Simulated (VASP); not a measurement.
# AlFe (Pm-3m) in VASP: notebook, part 2 of 2

VASP 6.6.1.

### 3 Single point, PBE, collinear spin, ferromagnetic start

INCAR reads:

```
PREC = Accurate
ENCUT = 600
EDIFF = 1E-6
ISMEAR = -1
SIGMA = 0.1
LREAL = False
LASPH = True
NELM = 200
ALGO = Normal
ISIF = 2
LWAVE = False
LCHARG = False
ISPIN = 2
MAGMOM = 0 0.61
LORBIT = 11
NUPDOWN = 0.61
LMAXMIX = 4
GGA = PE
NBANDS = 16
GGA_COMPAT = False
```

KPOINTS reads:

```
regular mesh
0
Gamma
  11 11 11
```

POSCAR reads:

```
AlFe
1.0
    2.9100000000      0.0000000000      0.0000000000
    0.0000000000      2.9100000000      0.0000000000
    0.0000000000      0.0000000000      2.9100000000
Al Fe
1 1
Direct
    0.0000000000      0.0000000000      0.0000000000
    0.5000000000      0.5000000000      0.5000000000
```

Potentials or basis: VASP PAW PBE potentials, release 64 (Al, Fe).

Started as:

```bash
cat potpaw_PBE.64/Al/POTCAR potpaw_PBE.64/Fe/POTCAR > POTCAR
mpirun -np 1 vasp_std > vasp.out
```

OUTCAR:

```text
PREC = Accurate
   ENCUT = 600
   EDIFF = 1E-6
   ISMEAR = -1
   LREAL = False
   LASPH = True
   NELM = 200
   ISIF = 2
   ISPIN = 2
   LORBIT = 11
   NUPDOWN = 0.61
   GGA = PE

 ion  position               nearest neighbor table
   1  0.000  0.000  0.000-   2 2.52   2 2.52   2 2.52   2 2.52   2 2.52   2 2.52   2 2.52   2 2.52

   2  0.500  0.500  0.500-   1 2.52   1 2.52   1 2.52   1 2.52   1 2.52   1 2.52   1 2.52   1 2.52

  LATTYP: Found a simple cubic cell.
 ALAT       =     2.9100000000

  Lattice vectors:

 A1 = (   2.9100000000,   0.0000000000,   0.0000000000)
 A2 = (   0.0000000000,   2.9100000000,   0.0000000000)
 A3 = (   0.0000000000,   0.0000000000,   2.9100000000)

Analysis of symmetry for initial positions (statically):
=====================================================================
 Subroutine PRICEL returns:
 Original cell was already a primitive cell.

 Routine SETGRP: Setting up the symmetry group for a
 simple cubic supercell.

 Subroutine GETGRP returns: Found 48 space group operations
 (whereof 48 operations were pure point group operations)
 out of a pool of 48 trial point group operations.

The static configuration has the point symmetry O_h .

Analysis of symmetry for dynamics (positions and initial velocities):
=====================================================================
 Subroutine PRICEL returns:
 Original cell was already a primitive cell.

 Routine SETGRP: Setting up the symmetry group for a
 simple cubic supercell.

 Subroutine GETGRP returns: Found 48 space group operations
 (whereof 48 operations were pure point group operations)
 out of a pool of 48 trial point group operations.

The dynamic configuration has the point symmetry O_h .

Analysis of structural, dynamic, and magnetic symmetry:
=====================================================================
[... 145 lines left out ...]
 NGX is ok and might be reduce to    24
   NGX = 11   NGY = 11   NGZ = 11

 number of electron      10.9999994 magnetization       0.6100000

 Free energy of the ion-electron system (eV)
  ---------------------------------------------------
  ext. energy  EPLUGINS =         0.00000000
  ---------------------------------------------------
  free energy    TOTEN  =       -12.66557107 eV

  energy without entropy =      -12.58385700  energy(sigma->0) =      -12.62471403

 E-fermi :   7.6725     XC(G=0): -11.9715

 val. band max:        7.6625355507   @ k =   0.3636   0.3636   0.3636
 cond. band min:       7.5831622904   @ k =   0.4545   0.2727   0.2727
 fundamental gap:     -0.0793732603
 Fermi energy:         7.5659977999

 spin component 1

 k-point     1 :       0.0000    0.0000    0.0000
  band No.  band energies     occupation
      1      -2.5589      1.00000
      2       5.2809      1.00000
      3       5.2809      1.00000
      4       7.2997      0.93482
      5       7.2997      0.93482
      6       7.2997      0.93482
[... 435 lines left out ...]
      5       6.6879      0.99985
      6       7.2082      0.97283
[... 8 lines left out ...]
     15      27.4635      0.00000
     16      27.5260      0.00000

 [... further k-points ...]

 spin component 2

 k-point     1 :       0.0000    0.0000    0.0000
  band No.  band energies     occupation
      1      -2.5617      1.00000
      2       5.6068      1.00000
      3       5.6068      1.00000
      4       8.0359      0.02574
      5       8.0359      0.02574
      6       8.0359      0.02574
[... 435 lines left out ...]
      5       7.3223      0.97074
      6       7.9296      0.07103
[... 8 lines left out ...]
     15      27.5093      0.00000
     16      27.5612      0.00000

 [... further k-points ...]
[... 5 lines left out ...]
  --------------------------------------------------------------------------------------
  -------------------------------------------------------------------------------------
  Total       -0.9123744     -0.9123744     -0.9123744      0.0000000      0.0000000      0.0000000
  in kB      -59.3204851    -59.3204851    -59.3204851      0.0000000      0.0000000      0.0000000
  external PRESSURE =     -59.3204851 kB  Pullay stress =       0.0000000 kB

 VOLUME and BASIS-vectors are now :
 -----------------------------------------------------------------------------
  energy-cutoff  :      600.00
  volume of cell :       24.64
      direct lattice vectors                 reciprocal lattice vectors
     2.910000000  0.000000000  0.000000000     0.343642612  0.000000000  0.000000000
     0.000000000  2.910000000  0.000000000     0.000000000  0.343642612  0.000000000
     0.000000000  0.000000000  2.910000000     0.000000000  0.000000000  0.343642612

 POSITION                                       TOTAL-FORCE (eV/Angst)
 -----------------------------------------------------------------------------------
      0.00000      0.00000      0.00000         0.000000      0.000000      0.000000
      1.45500      1.45500      1.45500         0.000000      0.000000      0.000000
 -----------------------------------------------------------------------------------
    total drift:                                0.000000     -0.000000     -0.000000

  FREE ENERGIE OF THE ION-ELECTRON SYSTEM (eV)
  ---------------------------------------------------
  free  energy   TOTEN  =       -12.6655710688 eV

  energy  without entropy=      -12.5838569965  energy(sigma->0) =      -12.62471403

 total charge

# of ion       s       p       d       tot
------------------------------------------
    1        0.395   0.420   0.000   0.815
    2        0.416   0.473   6.456   7.345
--------------------------------------------------
tot          0.812   0.893   6.456   8.160

 magnetization (x)

# of ion       s       p       d       tot
------------------------------------------
    1       -0.007  -0.015   0.000  -0.022
    2        0.000   0.004   0.648   0.653
--------------------------------------------------
tot         -0.007  -0.011   0.648   0.630
```

OSZICAR:

```text
N       E                     dE             d eps       ncg     rms          rms(c)
DAV:   1     0.334051225386E+02    0.33405E+02   -0.47235E+03  3616   0.742E+02
DAV:   2    -0.128867636601E+02   -0.46292E+02   -0.41420E+02  4248   0.149E+02
DAV:   3    -0.145546839390E+02   -0.16679E+01   -0.16444E+01  4376   0.293E+01
DAV:   4    -0.145788394612E+02   -0.24156E-01   -0.24146E-01  4544   0.316E+00
DAV:   5    -0.145796469741E+02   -0.80751E-03   -0.80750E-03  4648   0.638E-01    0.135E+01
DAV:   6    -0.167755290196E+02   -0.21959E+01   -0.51540E+01  4224   0.769E+01    0.190E+01
DAV:   7    -0.127068454045E+02    0.40687E+01   -0.30754E+01  4344   0.493E+01    0.264E+00
DAV:   8    -0.126817652643E+02    0.25080E-01   -0.12196E-01  4504   0.247E+00    0.153E+00
DAV:   9    -0.126676433045E+02    0.14122E-01   -0.20919E-02  4896   0.144E+00    0.935E-01
DAV:  10    -0.126656152804E+02    0.20280E-02   -0.21980E-03  4616   0.412E-01    0.193E-01
DAV:  11    -0.126655771296E+02    0.38151E-04   -0.21648E-04  5000   0.141E-01    0.102E-01
DAV:  12    -0.126655701400E+02    0.69896E-05   -0.19149E-05  4888   0.318E-02    0.182E-02
DAV:  13    -0.126655710688E+02   -0.92888E-06   -0.27287E-06  4136   0.151E-02
   1 F= -.12665571E+02 E0= -.12624714E+02  d E =-.817141E-01  mag=     0.6100
```

Run time: 22 s. Hardware: 1 thread of Intel Xeon Platinum 8488C (Sapphire Rapids), shared host; peak memory 0.17 GiB.

What came out:

| Item | Value |
| --- | --- |
| Free energy | -12.6656 eV |
| Pressure | -5.9 GPa |
| Net moment | 0.61 μB per cell |
| Site moments | Al -0.02; Fe +0.65 μB |
| Valence electrons inside the program's atomic spheres | Al 0.81; Fe 7.34 |

Caveat: the total moment is fixed, so each spin has its own Fermi level.
